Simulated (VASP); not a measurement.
Ru, 2 atoms in the cell. The structure is hexagonal, space group P6_3/mmc (No. 194). Conventional cell: a = 2.706 Å, b = 2.706 Å, c = 4.389 Å, α = 90.00°, β = 90.00°, γ = 120.00°. Within 3.6 Å of Ru (site symmetry -6m2) lie 12 Ru at 2.69 to 2.71 Å.  This cell differs from its parent crystal: strain +0.0250 x Voigt [0, 0, 1, 0, 0, 0].

```yaml
Program: VASP 6.6.1
Task: single point
Functional: LDA
Potentials_or_basis: VASP PAW LDA potentials, release 64 (Ru_pv)
Cutoff: 520 eV
k_mesh: 21 × 21 × 12
Occupations: gaussian, width 0.15 eV
Spin: no spin polarisation
Dipole_correction: no
Further_INCAR_settings: ALGO = Fast; EDIFF = 1e-06; NBANDS = 21
```

Potentials or basis: VASP PAW LDA potentials, release 64 (Ru_pv).

The run is started by

```bash
$ cat potpaw_LDA.64/Ru_pv/POTCAR > POTCAR
$ mpirun -np 1 vasp_std > vasp.out
```

Hardware: 1 thread of AMD EPYC 7R43 64-Core Processor (Zen 3) (shared host).

**Question.** Estimate the wall time of this run.

**Answer.** Run time: 3.5 min on 1 thread of AMD EPYC 7R43 64-Core Processor (Zen 3), with other jobs on the host, peak memory 0.21 GiB. Counts: scf iterations 12, k points 336.
